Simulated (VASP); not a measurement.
TiB2: electric field gradients with PBE

TiB2:

```
Ti B
1.0
     3.02593    0.00000    0.00000
    -1.51296    2.62053    0.00000
     0.00000    0.00000    3.22877
Ti B
1 2
Direct
  0.00000 0.00000 0.00000
  0.35000 0.67500 0.50000
  0.65000 0.32500 0.50000
```

This cell differs from its parent crystal: shortest bond scaled by 1.05.

- Program: VASP 6.6.1
- Task: electric field gradients
- Functional: PBE
- Potentials or basis: VASP PAW PBE potentials, release 64 (Ti_sv, B)
- Cutoff: 520 eV
- k mesh: 10 × 10 × 9
- Occupations: fermi-dirac, width 0.05 eV
- Spin: no spin polarisation
- Dipole correction: no
- Further INCAR settings: ALGO = Normal; EDIFF = 1e-08; NBANDS = 16

```
Pressure                                : 1.8 GPa
Largest force                           : 1.235 eV/Å
Band gap on the k mesh                  : zero (bands 9 and 10 overlap by 0.30 eV)
Largest electric field gradient by atom : Ti +17.4; B -5.4 V/Å²
```

Forces in eV/Å, atoms in the order of the input:
```
Ti   0.000  0.000  0.000
B   -1.069 -0.617  0.000
B    1.069  0.617  0.000
```

Stress tensor (GPa, compression positive):
```
 1.96 -1.13  0.00
-1.13  3.26  0.00
 0.00  0.00  0.21
```

Levels at points of the mesh, in eV from the Fermi level:
```
           k point  band 6  band 7  band 8  band 9  band 10  band 11  band 12  band 13
(0.00, 0.00, 0.00)   -2.91   -2.30   -2.22   -2.03     1.90     2.00     3.44     4.02
(0.50, 0.00, 0.00)   -9.06   -3.46   -3.41   -2.26     1.44     2.83     3.31     3.98
(0.00, 0.50, 0.00)   -9.13   -3.07   -3.07   -2.20     1.38     2.80     3.15     3.27
```

Electric field gradients, principal values (V/Å²):
```csv
atom,least,middle,greatest (by size)
1 Ti,-6.663,-10.706,17.369
2 B,0.772,4.622,-5.394
3 B,0.772,4.622,-5.394
```

Wall time 92 s on 1 thread of Intel Xeon 8259CL (shared host), peak memory 0.18 GiB.

Caveat: the cell differs from its parent crystal (shortest bond scaled by 1.05); without QUAD_EFG the Cq values of the log hold for a quadrupole moment of 1 mb, not for the nuclei; forces of over 1 eV/Å act on the atoms, so gaps and moduli don't describe the material at rest.
